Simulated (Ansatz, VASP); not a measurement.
## One calculation of Se, two programs

```
Se
1.0
     4.35517    0.00000    0.00000
    -2.17759    3.77169    0.00000
     0.00000    0.00000    4.94945
Se
3
Direct
  0.21700 0.00000 0.16667
  0.00000 0.21700 0.83333
  0.78300 0.78300 0.50000
```

Alike in both runs: task single point; functional PBEsol; k mesh 3 × 3 × 2; non-collinear spin, spin-orbit coupling.

|  | VASP | Ansatz |
| --- | --- | --- |
| version | VASP 6.6.1 | Ansatz 0.2.0 |
| potentials or method | VASP PAW PBE potentials, release 64 (Se), cutoff 520 eV | plane waves, PAW |
| occupations | gaussian, width 0.01 eV | fixed |
| valence electrons in the cell | 18 | 48 |

|  | VASP | Ansatz | Ansatz less VASP |
| --- | --- | --- | --- |
| net moment per atom (μB) | 0.00 | 0.00 | 0.000 |

VASP's potentials were made for PBE, not for PBEsol. VASP's potentials hold 18 valence electrons a cell and Ansatz's 48, so a difference there can come from the potentials and not from the codes.

The k mesh is coarse, so the values compare programs but aren't converged.
